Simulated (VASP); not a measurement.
Here is a VASP 6.6.1 calculation.

The input INCAR:

```
  PREC = Accurate
  ENCUT = 500
  EDIFF = 1E-6
  ISMEAR = 0
  SIGMA = 0.05
  LREAL = F
  LASPH = T
  NELM = 120
  ALGO = Normal
  ISIF = 2
  LWAVE = F
  LCHARG = F
  GGA = PE
  NBANDS = 16
  GGA_COMPAT = F
```

KPOINTS

```
Automatic mesh
0
Gamma
  6 6 6
```

Contents of POSCAR:

```
GaP
1.0
    0.0000000000      2.7598497568      2.7598497568
    2.7598497568      0.0000000000      2.7598497568
    2.7598497568      2.7598497568      0.0000000000
Ga P
1 1
Direct
    0.0000000000      0.0000000000      0.0000000000
    0.2500000000      0.2500000000      0.2500000000
```

Potentials or basis: VASP PAW PBE potentials, release 64 (Ga_d, P).

The run is started by

```console
$ cat potpaw_PBE.64/Ga_d/POTCAR potpaw_PBE.64/P/POTCAR > POTCAR
$ mpirun -np 1 vasp_std > vasp.out
```

Q: What does it give for the band gap on the k mesh?

A: 1.51 eV, direct.

Q: What does it give for the pressure?

A: -0.6 GPa.

A k mesh can miss the band edges. PBE gaps usually lie below the measured ones, often by a third to a half.
